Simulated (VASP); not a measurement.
# MgO (P3m1) in VASP: notebook

Runs on MgO. Level: LDA. Tasks: single point.

Program: VASP 6.6.1. These are calculated values, not measurements. Logs are shortened: lines on timing, memory, paths and dates and some standing lists are left out, and cuts for length are marked.

### Step 1. The cell of the first run

The structure is trigonal, space group P3m1 (No. 156). The conventional cell has a = 3.020 Å, b = 3.020 Å, c = 20.793 Å, α = 90.00°, β = 90.00°, γ = 120.00°. Within 2.8 Å of Mg (site symmetry 3m) lie 3 O at 2.14 Å. Mg (site symmetry 3m) has 6 O at 2.14 Å within 2.8 Å. Mg (site symmetry 3m) has 6 O at 2.14 Å within 2.8 Å. Within 2.8 Å of Mg (site symmetry 3m) lie 6 O at 2.14 Å. Within 2.8 Å of Mg (site symmetry 3m) lie 6 O at 2.14 Å. Mg (site symmetry 3m) has 6 O at 2.14 Å within 2.8 Å. Within 2.8 Å of O (site symmetry 3m) lie 6 Mg at 2.14 Å. O (site symmetry 3m) has 6 Mg at 2.14 Å within 2.8 Å.

### Step 2. Single point, LDA (the distance across one plane changed)

Input file INCAR:

```
PREC = Accurate
ENCUT = 520
EDIFF = 1E-6
ISMEAR = 0
SIGMA = 0.05
LREAL = False
LASPH = True
NELM = 100
ALGO = Normal
ISIF = 2
LWAVE = False
LCHARG = False
GGA = CA
NBANDS = 36
```

Input file KPOINTS:

```
Automatic mesh
0
Gamma
  9 9 2
```

Input file POSCAR:

```
MgO
1.0
    2.1351500000     -2.1351500000      0.0000000000
    2.1351500000      0.0000000000     -2.1351500000
   12.0047016151     12.0047016151     12.0047016151
Mg O
6 6
Direct
    0.6666666667      0.6666666667      0.0296432468
    0.0000000000      0.0000000000      0.6225081838
    0.3333333333      0.3333333333      0.1482162342
    0.6666666667      0.6666666667      0.3853622090
    0.0000000000      0.0000000000      0.2667892216
    0.3333333333      0.3333333333      0.5039351964
    0.6666666667      0.6666666667      0.2075027279
    0.0000000000      0.0000000000      0.0889297405
    0.3333333333      0.3333333333      0.3260757153
    0.6666666667      0.6666666667      0.5632216901
    1.0000000000      1.0000000000      0.4446487027
    0.3333333333      0.3333333333      0.6817946775
```

Potentials or basis: VASP PAW LDA potentials, release 64 (Mg, O).

Command:

```console
$ cat potpaw_LDA.64/Mg/POTCAR potpaw_LDA.64/O/POTCAR > POTCAR
$ mpirun -np 1 vasp_std > vasp.out
```

OUTCAR:

```text
PREC = Accurate
   ENCUT = 520
   EDIFF = 1E-6
   ISMEAR = 0
   LREAL = False
   LASPH = True
   NELM = 100
   ISIF = 2
   GGA = CA

 ion  position               nearest neighbor table
   1  0.667  0.667  0.030-   8 2.14   8 2.14   8 2.14   3 3.02   3 3.02   3 3.02
   2  0.000  0.000  0.623-  10 2.14  12 2.14  10 2.14  10 2.14  12 2.14  12 2.14   6 3.02   6 3.02
                             6 3.02
   3  0.333  0.333  0.148-   8 2.14   7 2.14   7 2.14   8 2.14   8 2.14   7 2.14   5 3.02   1 3.02
                             1 3.02   5 3.02   5 3.02   1 3.02
   4  0.667  0.667  0.385-   9 2.14   9 2.14  11 2.14  11 2.14  11 2.14   9 2.14   5 3.02   6 3.02
                             6 3.02   5 3.02   5 3.02   6 3.02
   5  0.000  0.000  0.267-   7 2.14   9 2.14   7 2.14   7 2.14   9 2.14   9 2.14   3 3.02   4 3.02
                             3 3.02   4 3.02   3 3.02   4 3.02
   6  0.333  0.333  0.504-  11 2.14  10 2.14  10 2.14  11 2.14  11 2.14  10 2.14   2 3.02   4 3.02
                             4 3.02   2 3.02   2 3.02   4 3.02
   7  0.667  0.667  0.208-   3 2.14   3 2.14   5 2.14   5 2.14   5 2.14   3 2.14
   8  0.000  0.000  0.089-   1 2.14   3 2.14   1 2.14   1 2.14   3 2.14   3 2.14
   9  0.333  0.333  0.326-   5 2.14   4 2.14   4 2.14   5 2.14   5 2.14   4 2.14
  10  0.667  0.667  0.563-   6 2.14   6 2.14   2 2.14   2 2.14   2 2.14   6 2.14
  11  0.000  0.000  0.445-   4 2.14   6 2.14   4 2.14   4 2.14   6 2.14   6 2.14
  12  0.333  0.333  0.682-   2 2.14   2 2.14   2 2.14

  LATTYP: Found a hexagonal cell.
 ALAT       =     3.0195580877
 C/A-ratio  =     6.8860252140

  Lattice vectors:

 A1 = (  -2.1351500000,   0.0000000000,   2.1351500000)
 A2 = (   2.1351500000,  -2.1351500000,   0.0000000000)
 A3 = (  12.0047016151,  12.0047016151,  12.0047016151)

Analysis of symmetry for initial positions (statically):
=====================================================================
 Subroutine PRICEL returns:
 Original cell was already a primitive cell.

 Routine SETGRP: Setting up the symmetry group for a
 hexagonal supercell.

 Subroutine GETGRP returns: Found  6 space group operations
 (whereof  6 operations were pure point group operations)
 out of a pool of 24 trial point group operations.

The static configuration has the point symmetry C_3v.

Analysis of symmetry for dynamics (positions and initial velocities):
=====================================================================
 Subroutine PRICEL returns:
 Original cell was already a primitive cell.

 Routine SETGRP: Setting up the symmetry group for a
 hexagonal supercell.

 Subroutine GETGRP returns: Found  6 space group operations
 (whereof  6 operations were pure point group operations)
 out of a pool of 24 trial point group operations.

The dynamic configuration has the point symmetry C_3v.

 Subroutine INISYM returns: Found  6 space group operations
 (whereof  6 operations are pure point group operations),
 and found     1 'primitive' translations

----------------------------------------------------------------------------------------

                                     Primitive cell

  volume of cell :     164.1835

  direct lattice vectors                    reciprocal lattice vectors
     2.135150000 -2.135150000  0.000000000     0.156117057 -0.312234113  0.156117057
     2.135150000  0.000000000 -2.135150000     0.156117057  0.156117057 -0.312234113
    12.004701615 12.004701615 12.004701615     0.027766899  0.027766899  0.027766899

  length of vectors
     3.019558088  3.019558088 20.792753127     0.382407129  0.382407129  0.048093679

  position of ions in fractional coordinates (direct lattice)
     0.666666667  0.666666667  0.029643247
     0.000000000  0.000000000  0.622508184
     0.333333333  0.333333333  0.148216234
     0.666666667  0.666666667  0.385362209
     0.000000000  0.000000000  0.266789222
     0.333333333  0.333333333  0.503935196
     0.666666667  0.666666667  0.207502728
     0.000000000  0.000000000  0.088929740
     0.333333333  0.333333333  0.326075715
     0.666666667  0.666666667  0.563221690
     0.000000000  0.000000000  0.444648703
     0.333333333  0.333333333  0.681794678

  ion indices of the primitive-cell ions
   primitive index   ion index
                 1           1
                 2           2
                 3           3
                 4           4
                 5           5
                 6           6
                 7           7
                 8           8
                 9           9
                10          10
                11          11
                12          12

----------------------------------------------------------------------------------------

 KPOINTS: Automatic mesh

Automatic generation of k-mesh.
 Grid dimensions read from file:
 generate k-points for:    9    9    2

 Generating k-lattice:

  Cartesian coordinates                     Fractional coordinates (reciprocal lattice)
     0.017346340 -0.034692679  0.017346340     0.111111111  0.000000000  0.000000000
     0.017346340  0.017346340 -0.034692679     0.000000000  0.111111111  0.000000000
     0.013883449  0.013883449  0.013883449     0.000000000  0.000000000  0.500000000

  Length of vectors
     0.042489681  0.042489681  0.024046840

  Shift w.r.t. Gamma in fractional coordinates (k-lattice)
     0.000000000  0.000000000  0.000000000

 Subroutine IBZKPT returns following result:
 ===========================================

 Found     24 irreducible k-points:

 Following reciprocal coordinates:
            Coordinates               Weight
  0.000000  0.000000  0.000000      1.000000
  0.111111  0.000000  0.000000      6.000000
  0.222222  0.000000  0.000000      6.000000
  0.333333  0.000000  0.000000      6.000000
  0.444444  0.000000  0.000000      6.000000
  0.222222  0.111111 -0.000000      6.000000
[... 16 lines left out ...]
 -0.444444  0.222222  0.500000     12.000000
 -0.333333  0.333333  0.500000      2.000000
   k-points           NKPTS =     24   k-points in BZ     NKDIM =     24   number of bands    NBANDS=     36
   number of dos      NEDOS =    301   number of ions     NIONS =     12
   total plane-waves  NPLWV =  92160
   dimension x,y,z NGX =    24 NGY =   24 NGZ =  160
   dimension x,y,z NGXF=    48 NGYF=   48 NGZF=  320
   ions per type =               6   6
   NGX,Y,Z   is equivalent  to a cutoff of  13.21, 13.21, 12.79 a.u.
   NGXF,Y,Z  is equivalent  to a cutoff of  26.43, 26.43, 25.59 a.u.
 SYSTEM =  unknown system
   PREC   = accura    normal or accurate (medium, high low for compatibility)
   ISTART =      0    job   : 0-new  1-cont  2-samecut
   ICHARG =      2    charge: 1-file 2-atom 10-const
   ISPIN  =      1    spin polarized calculation?
   LNONCOLLINEAR =      F non collinear calculations
   LSORBIT =      F    spin-orbit coupling
   LASPH  =      T    aspherical Exc in radial PAW
   ENCUT  =  520.0 eV  38.22 Ry    6.18 a.u.   5.61  5.61 38.66*2*pi/ulx,y,z
   NELM   =    100;   NELMIN=  2; NELMDL= -5     # of ELM steps
   EDIFF  = 0.1E-05   stopping-criterion for ELM
   LREAL  =      F    real-space projection
   EDIFFG = 0.1E-04   stopping-criterion for IOM
   NSW    =      0    number of steps for IOM
   IBRION =     -1    ionic relax: 0-MD 1-quasi-New 2-CG
   NFREE  =      0    steps in history (QN), initial steepest desc. (CG)
   ISIF   =      2    stress and relaxation
   ISYM   =      2    0-nonsym 1-usesym 2-fastsym
   POTIM  = 0.5000    time-step for ionic-motion
   TEBEG  =    0.0;   TEEND  =   0.0 temperature during run
   PSTRESS=    0.0 pullay stress
   NELECT =      48.0000    total number of electrons
   NUPDOWN=      -1.0000    fix difference up-down
   EMIN   =  10.00;   EMAX   =-10.00  energy-range for DOS
   EFERMI =   0.00;   METHOD = LEGACY
   ISMEAR =     0;   SIGMA  =   0.05  broadening in eV -4-tet -1-fermi 0-gaus
   EFERMI_NEDOS =   21; number of points for ismear=-14 and -15
   IALGO  =     38    algorithm
   IMIX   =      4    mixing-type and parameters
     AMIX     =   0.40;   BMIX     =  1.00
     AMIX_MAG =   1.60;   BMIX_MAG =  1.00
  volume/ion in A,a.u.               =      13.68        92.33
  Fermi-wavevector in a.u.,A,eV,Ry     =   1.086539  2.053262 16.062598  1.180568
  Thomas-Fermi vector in A             =   2.222678
   LORBIT       =      0    0 simple, 1 ext, 2 COOP (PROOUT), +10 PAW based schemes
   GGA     = CA    functional components
   LHFCALC =     F    Hartree Fock is set to
   AEXX    =    0.0000 exact exchange contribution
   IVDW    =     0    specifies the selected vdW correction
   LEPSILON=     F    determine dielectric tensor
   LRPA    =     F    only Hartree local field effects (RPA)
 non-spin polarized calculation
 Gauss-broadening in eV      SIGMA  =   0.05
  energy-cutoff  :      520.00
  volume of cell :      164.18
 maximum number of plane-waves:      4458
   NGX = 11   NGY = 11   NGZ = 77

 number of electron      48.0000015 magnetization

 Free energy of the ion-electron system (eV)
  ---------------------------------------------------
  ext. energy  EPLUGINS =         0.00000000
  ---------------------------------------------------
  free energy    TOTEN  =       -74.15931632 eV

  energy without entropy =      -74.15077673  energy(sigma->0) =      -74.15504652

 E-fermi :   1.1793     XC(G=0):  -9.0283

 val. band max:        1.1606291945   @ k =   0.3333   0.1111   0.0000
 cond. band min:       1.2212221122   @ k =   0.3333   0.0000   0.5000
 fundamental gap:      0.0605929177
 Fermi energy:         1.1793301889

 k-point     1 :       0.0000    0.0000    0.0000
  band No.  band energies     occupation
      1     -18.5792      2.00000
      2     -17.7003      2.00000
      3     -16.9684      2.00000
      4     -16.2522      2.00000
      5     -15.4777      2.00000
      6     -14.1002      2.00000
[... 28 lines left out ...]
     35      11.4139      0.00000
     36      12.1957      0.00000
[... 866 lines left out ...]
      6     -13.4891      2.00000
[... 28 lines left out ...]
     35      10.6182      0.00000
     36      10.6260      0.00000

------------------------ aborting loop because EDIFF is reached ----------------------------------------

  FORCE on cell =-STRESS in cart. coord.  units (eV):
  Direction    XX          YY          ZZ          XY          YZ          ZX
  --------------------------------------------------------------------------------------
  -------------------------------------------------------------------------------------
  Total       -9.0399217     -9.0399217     -9.0399217      0.0250326      0.0250326      0.0250326
  in kB      -88.2156915    -88.2156915    -88.2156915      0.2442791      0.2442791      0.2442791
  external PRESSURE =     -88.2156915 kB  Pullay stress =       0.0000000 kB

 VOLUME and BASIS-vectors are now :
 -----------------------------------------------------------------------------
  energy-cutoff  :      520.00
  volume of cell :      164.18
      direct lattice vectors                 reciprocal lattice vectors
     2.135150000 -2.135150000  0.000000000     0.156117057 -0.312234113  0.156117057
     2.135150000  0.000000000 -2.135150000     0.156117057  0.156117057 -0.312234113
    12.004701615 12.004701615 12.004701615     0.027766899  0.027766899  0.027766899

 POSITION                                       TOTAL-FORCE (eV/Angst)
 -----------------------------------------------------------------------------------
      3.20272     -1.06758     -1.06758         0.204371      0.204371      0.204371
      7.47302      7.47302      7.47302         0.641402      0.641402      0.641402
      3.20272      1.06757      1.06757         0.386779      0.386779      0.386779
      7.47302      3.20272      3.20272         0.331022      0.331022      0.331022
      3.20272      3.20272      3.20272         0.330860      0.330860      0.330860
      7.47302      5.33787      5.33787         0.334932      0.334932      0.334932
      5.33787      1.06757      1.06757        -0.329055     -0.329055     -0.329055
      1.06757      1.06757      1.06757        -0.071909     -0.071909     -0.071909
      5.33787      3.20272      3.20272        -0.329701     -0.329701     -0.329701
      9.60817      5.33787      5.33787        -0.406194     -0.406194     -0.406194
      5.33787      5.33787      5.33787        -0.333745     -0.333745     -0.333745
      9.60817      7.47302      7.47302        -0.758763     -0.758763     -0.758763
 -----------------------------------------------------------------------------------
    total drift:                               -0.001063     -0.001063     -0.001063

  FREE ENERGIE OF THE ION-ELECTRON SYSTEM (eV)
  ---------------------------------------------------
  free  energy   TOTEN  =       -74.1593163179 eV

  energy  without entropy=      -74.1507767291  energy(sigma->0) =      -74.15504652
```

Run time: 3.4 min. Hardware: 1 thread of Intel Xeon Platinum 8488C (Sapphire Rapids), shared host; peak memory 0.29 GiB.

Results:

| Item | Value |
| --- | --- |
| Free energy | -74.1593 eV |
| Pressure | -8.8 GPa |
| Largest force | 1.314 eV/Å |
| Band gap on the k mesh | zero (bands 24 and 25 overlap by 0.44 eV) |

Forces on the atoms (eV/Å):
```
Mg   0.204  0.204  0.204
Mg   0.641  0.641  0.641
Mg   0.387  0.387  0.387
Mg   0.331  0.331  0.331
Mg   0.331  0.331  0.331
Mg   0.335  0.335  0.335
O   -0.329 -0.329 -0.329
O   -0.072 -0.072 -0.072
O   -0.330 -0.330 -0.330
O   -0.406 -0.406 -0.406
O   -0.334 -0.334 -0.334
O   -0.759 -0.759 -0.759
```

Caveat: the cell differs from its parent crystal (the distance across one plane changed); the cell stands under tension; forces of over 1 eV/Å act on the atoms, so gaps and moduli don't describe the material at rest.

(Part 1 of 3 ends here.)
